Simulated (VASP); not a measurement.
# W (Im-3m) in VASP: single point with PBE+D3(BJ)

Aim: the single point of W with PBE+D3(BJ).

Everything below comes from runs of VASP 6.6.1. Logs are shortened: lines on timing, memory, paths and dates and some standing lists are left out, and cuts for length are marked.

## (1) The cell of the first run

The structure is cubic, space group Im-3m (No. 229). The conventional cell has a = 3.159 Å, b = 3.159 Å, c = 3.159 Å, α = 90.00°, β = 90.00°, γ = 90.00°. Within 3.6 Å of W (site symmetry m-3m) lie 14 W at 2.74 to 3.16 Å.

## (2) Single point, PBE+D3(BJ)

INCAR reads:

```
PREC = Accurate ; ENCUT = 500
EDIFF = 1E-6 ; ISMEAR = 0
SIGMA = 0.1 ; LREAL = F
LASPH = T ; NELM = 120
ALGO = Normal ; ISIF = 2
LWAVE = F ; LCHARG = T
GGA = PE ; IVDW = 12
LELF = T ; LVHAR = T
NBANDS = 13 ; GGA_COMPAT = F
```

KPOINTS reads:

```
regular mesh
0
Gamma
  18 18 18
```

POSCAR reads:

```
W
1.0
   -1.5796840459      1.5796840459      1.5796840459
    1.5796840459     -1.5796840459      1.5796840459
    1.5796840459      1.5796840459     -1.5796840459
W
1
Direct
    0.0000000000      0.0000000000      0.0000000000
```

Potentials or basis: VASP PAW PBE potentials, release 64 (W_sv).

The run is started by

```bash
$ cat potpaw_PBE.64/W_sv/POTCAR > POTCAR
$ mpirun -np 1 vasp_std > vasp.out
```

OUTCAR:

```text
PREC = Accurate
   ENCUT = 500
   EDIFF = 1E-6
   ISMEAR = 0
   LREAL = F
   LASPH = T
   NELM = 120
   ISIF = 2
   GGA = PE
   IVDW = 12
 IVDW          = 12

 ion  position               nearest neighbor table
   1  0.000  0.000  0.000-

  LATTYP: Found a body centered cubic cell.
 ALAT       =     3.1593680918

  Lattice vectors:

 A1 = (  -1.5796840459,   1.5796840459,   1.5796840459)
 A2 = (   1.5796840459,  -1.5796840459,   1.5796840459)
 A3 = (   1.5796840459,   1.5796840459,  -1.5796840459)

Analysis of symmetry for initial positions (statically):
=====================================================================
 Subroutine PRICEL returns:
 Original cell was already a primitive cell.

 Routine SETGRP: Setting up the symmetry group for a
 body centered cubic supercell.

 Subroutine GETGRP returns: Found 48 space group operations
[... 9 lines left out ...]

 Routine SETGRP: Setting up the symmetry group for a
 body centered cubic supercell.

 Subroutine GETGRP returns: Found 48 space group operations
[... 11 lines left out ...]
                                     Primitive cell

  volume of cell :      15.7678

  direct lattice vectors                    reciprocal lattice vectors
    -1.579684046  1.579684046  1.579684046     0.000000000  0.316518991  0.316518991
     1.579684046 -1.579684046  1.579684046     0.316518991  0.000000000  0.316518991
     1.579684046  1.579684046 -1.579684046     0.316518991  0.316518991  0.000000000

  length of vectors
     2.736093027  2.736093027  2.736093027     0.447625450  0.447625450  0.447625450

  position of ions in fractional coordinates (direct lattice)
     0.000000000  0.000000000  0.000000000

  ion indices of the primitive-cell ions
   primitive index   ion index
                 1           1

----------------------------------------------------------------------------------------

 KPOINTS: regular mesh

Automatic generation of k-mesh.
 Grid dimensions read from file:
 generate k-points for:   18   18   18

 Generating k-lattice:

  Cartesian coordinates                     Fractional coordinates (reciprocal lattice)
     0.000000000  0.017584388  0.017584388     0.055555556  0.000000000  0.000000000
     0.017584388  0.000000000  0.017584388     0.000000000  0.055555556  0.000000000
     0.017584388  0.017584388  0.000000000     0.000000000  0.000000000  0.055555556

  Length of vectors
     0.024868081  0.024868081  0.024868081

  Shift w.r.t. Gamma in fractional coordinates (k-lattice)
     0.000000000  0.000000000  0.000000000

 Subroutine IBZKPT returns following result:
 ===========================================

 Found    195 irreducible k-points:

 Following reciprocal coordinates:
            Coordinates               Weight
  0.000000  0.000000  0.000000      1.000000
  0.055556  0.000000  0.000000     12.000000
  0.111111  0.000000  0.000000     12.000000
  0.166667  0.000000  0.000000     12.000000
  0.222222  0.000000  0.000000     12.000000
  0.277778  0.000000  0.000000     12.000000
[... 16 lines left out ...]
  0.333333  0.111111  0.000000     48.000000
  0.388889  0.111111  0.000000     48.000000
 [... further k-points ...]
   k-points           NKPTS =    195   k-points in BZ     NKDIM =    195   number of bands    NBANDS=     13
   number of dos      NEDOS =    301   number of ions     NIONS =      1
   total plane-waves  NPLWV =   8000
   dimension x,y,z NGX =    20 NGY =   20 NGZ =   20
   dimension x,y,z NGXF=    40 NGYF=   40 NGZF=   40
   ions per type =               1
   NGX,Y,Z   is equivalent  to a cutoff of  12.15, 12.15, 12.15 a.u.
   NGXF,Y,Z  is equivalent  to a cutoff of  24.30, 24.30, 24.30 a.u.
 SYSTEM =  unknown system
   PREC   = accura    normal or accurate (medium, high low for compatibility)
   ISTART =      0    job   : 0-new  1-cont  2-samecut
   ICHARG =      2    charge: 1-file 2-atom 10-const
   ISPIN  =      1    spin polarized calculation?
   LNONCOLLINEAR =      F non collinear calculations
   LSORBIT =      F    spin-orbit coupling
   LASPH  =      T    aspherical Exc in radial PAW
   ENCUT  =  500.0 eV  36.75 Ry    6.06 a.u.   4.99  4.99  4.99*2*pi/ulx,y,z
   NELM   =    120;   NELMIN=  2; NELMDL= -5     # of ELM steps
   EDIFF  = 0.1E-05   stopping-criterion for ELM
   LREAL  =      F    real-space projection
   EDIFFG = 0.1E-04   stopping-criterion for IOM
   NSW    =      0    number of steps for IOM
   IBRION =     -1    ionic relax: 0-MD 1-quasi-New 2-CG
   NFREE  =      0    steps in history (QN), initial steepest desc. (CG)
   ISIF   =      2    stress and relaxation
   ISYM   =      2    0-nonsym 1-usesym 2-fastsym
   POTIM  = 0.5000    time-step for ionic-motion
   TEBEG  =    0.0;   TEEND  =   0.0 temperature during run
   PSTRESS=    0.0 pullay stress
   NELECT =      14.0000    total number of electrons
   NUPDOWN=      -1.0000    fix difference up-down
   EMIN   =  10.00;   EMAX   =-10.00  energy-range for DOS
   EFERMI =   0.00;   METHOD = LEGACY
   ISMEAR =     0;   SIGMA  =   0.10  broadening in eV -4-tet -1-fermi 0-gaus
   EFERMI_NEDOS =   21; number of points for ismear=-14 and -15
   IALGO  =     38    algorithm
   IMIX   =      4    mixing-type and parameters
     AMIX     =   0.40;   BMIX     =  1.00
     AMIX_MAG =   1.60;   BMIX_MAG =  1.00
  volume/ion in A,a.u.               =      15.77       106.41
  Fermi-wavevector in a.u.,A,eV,Ry     =   1.573478  2.973442 33.685744  2.475832
  Thomas-Fermi vector in A             =   2.674756
   LORBIT       =      0    0 simple, 1 ext, 2 COOP (PROOUT), +10 PAW based schemes
   GGA     = PE    functional components
   LHFCALC =     F    Hartree Fock is set to
   AEXX    =    0.0000 exact exchange contribution
   IVDW    =    12    specifies the selected vdW correction
   LEPSILON=     F    determine dielectric tensor
   LRPA    =     F    only Hartree local field effects (RPA)
 non-spin polarized calculation
 Gauss-broadening in eV      SIGMA  =   0.10
  energy-cutoff  :      500.00
  volume of cell :       15.77
 maximum number of plane-waves:       418
   NGX =  9   NGY =  9   NGZ =  9

 number of electron      14.0000004 magnetization

 Free energy of the ion-electron system (eV)
  ---------------------------------------------------
  ext. energy  EPLUGINS =         0.00000000
  ---------------------------------------------------
  free energy    TOTEN  =       -12.94142803 eV

  energy without entropy =      -12.93798408  energy(sigma->0) =      -12.93970605

 E-fermi :  11.5173     XC(G=0): -13.6705

 val. band max:       11.5144175536   @ k =  -0.2778   0.3333   0.2222
 cond. band min:      11.5284186354   @ k =   0.5000   0.5000   0.2222
 fundamental gap:      0.0140010818
 Fermi energy:        11.5173481434

 k-point     1 :       0.0000    0.0000    0.0000
  band No.  band energies     occupation
      1     -62.6520      2.00000
      2     -26.2063      2.00000
      3     -26.2063      2.00000
      4     -26.2063      2.00000
      5       1.8538      2.00000
      6      10.2847      2.00000
      7      10.2847      2.00000
      8      10.2847      2.00000
      9      13.7967      0.00000
     10      13.7967      0.00000
     11      26.0495      0.00000
     12      26.0495      0.00000
     13      26.0495      0.00000

 k-point     2 :       0.0556    0.0000    0.0000
  band No.  band energies     occupation
      1     -62.6479      2.00000
      2     -26.2492      2.00000
      3     -26.2197      2.00000
      4     -26.2065      2.00000
      5       2.0048      2.00000
      6      10.1922      2.00000
      7      10.2641      2.00000
      8      10.4302      2.00000
      9      13.6464      0.00000
     10      13.7972      0.00000
     11      26.1800      0.00000
     12      26.3061      0.00000
     13      26.4250      0.00000

 k-point     3 :       0.1111    0.0000    0.0000
  band No.  band energies     occupation
      1     -62.6361      2.00000
      2     -26.3713      2.00000
      3     -26.2579      2.00000
      4     -26.2072      2.00000
      5       2.4406      2.00000
      6       9.9366      2.00000
      7      10.1748      2.00000
      8      10.8618      2.00000
      9      13.3253      0.00000
     10      13.8064      0.00000
     11      26.5085      0.00000
     12      27.0521      0.00000
     13      27.3848      0.00000

 k-point     4 :       0.1667    0.0000    0.0000
  band No.  band energies     occupation
      1     -62.6180      2.00000
      2     -26.5547      2.00000
      3     -26.3159      2.00000
      4     -26.2081      2.00000
      5       3.1065      2.00000
      6       9.5723      2.00000
      7       9.9735      2.00000
      8      11.5651      0.49935
      9      13.0909      0.00000
     10      13.8425      0.00000
     11      26.8026      0.00000
     12      28.2280      0.00000
     13      28.4215      0.00000

 k-point     5 :       0.2222    0.0000    0.0000
  band No.  band energies     occupation
      1     -62.5955      2.00000
      2     -26.7740      2.00000
      3     -26.3863      2.00000
      4     -26.2094      2.00000
      5       3.8948      2.00000
      6       9.1628      2.00000
      7       9.7264      2.00000
      8      12.5141      0.00000
      9      13.0889      0.00000
     10      13.9248      0.00000
     11      26.6390      0.00000
     12      28.5780      0.00000
     13      29.7598      0.00000
[... 257 lines left out ...]
 k-point    22 :       0.2778    0.1111   -0.0000
  band No.  band energies     occupation
      1     -62.5432      2.00000
      2     -27.2066      2.00000
      3     -26.5555      2.00000
      4     -26.2678      2.00000
      5       5.5032      2.00000
      6       8.4578      2.00000
      7       9.5322      2.00000
      8      13.1937      0.00000
      9      14.5335      0.00000
     10      15.6369      0.00000
     11      24.8015      0.00000
     12      26.2841      0.00000
     13      30.7551      0.00000

 k-point    23 :       0.3333    0.1111    0.0000
  band No.  band energies     occupation
      1     -62.5259      2.00000
      2     -27.3464      2.00000
      3     -26.6234      2.00000
      4     -26.2703      2.00000
      5       5.6612      2.00000
      6       8.2253      2.00000
      7      10.2023      2.00000
      8      13.4817      0.00000
      9      14.6785      0.00000
     10      16.9458      0.00000
     11      23.6093      0.00000
     12      24.9276      0.00000
     13      29.4456      0.00000

 k-point    24 :       0.3889    0.1111    0.0000
  band No.  band energies     occupation
      1     -62.5146      2.00000
      2     -27.4361      2.00000
      3     -26.6677      2.00000
      4     -26.2718      2.00000
      5       5.6535      2.00000
      6       8.0826      2.00000
      7      10.9386      2.00000
      8      13.5680      0.00000
      9      14.9106      0.00000
     10      17.9997      0.00000
     11      22.5235      0.00000
     12      24.1179      0.00000
     13      28.4238      0.00000

 [... further k-points ...]

------------------------ aborting loop because EDIFF is reached ----------------------------------------

 Edisp (eV)   -0.69912

 E8    (eV) :    -0.3585

  FORCE on cell =-STRESS in cart. coord.  units (eV):
  Direction    XX          YY          ZZ          XY          YZ          ZX
  --------------------------------------------------------------------------------------
  -------------------------------------------------------------------------------------
  Total       0.05659     0.05659     0.05659     0.00000    -0.00000     0.00000
  in kB       5.75012     5.75012     5.75012     0.00000    -0.00000     0.00000
  external pressure =        5.75 kB  Pullay stress =        0.00 kB

 VOLUME and BASIS-vectors are now :
 -----------------------------------------------------------------------------
  energy-cutoff  :      500.00
  volume of cell :       15.77
      direct lattice vectors                 reciprocal lattice vectors
    -1.579684046  1.579684046  1.579684046     0.000000000  0.316518991  0.316518991
     1.579684046 -1.579684046  1.579684046     0.316518991  0.000000000  0.316518991
     1.579684046  1.579684046 -1.579684046     0.316518991  0.316518991  0.000000000

 POSITION                                       TOTAL-FORCE (eV/Angst)
 -----------------------------------------------------------------------------------
      0.00000      0.00000      0.00000        -0.000000     -0.000000     -0.000000
 -----------------------------------------------------------------------------------
    total drift:                                0.000000     -0.000000      0.000000

  FREE ENERGIE OF THE ION-ELECTRON SYSTEM (eV)
  ---------------------------------------------------
  free  energy   TOTEN  =       -13.6405441203 eV

  energy  without entropy=      -13.6371001690  energy(sigma->0) =      -13.63882214
```

It took 15 s on 1 thread of Intel Xeon 6975P-C (Granite Rapids), shared host; peak memory 0.15 GiB.

What came out:

| Property | Result |
| --- | --- |
| Free energy | -13.6405 eV |
| Pressure | 0.6 GPa |
| Band gap on the k mesh | zero (band 7 reaches 16.73 eV, above the bottom of band 8 at 10.28 eV) |
| Dispersion energy per atom | -0.699 eV |

Caveat: spin-orbit coupling is left out, which moves the levels of the heavy elements; pairwise dispersion overbinds metals, which lowers pressure and volume.
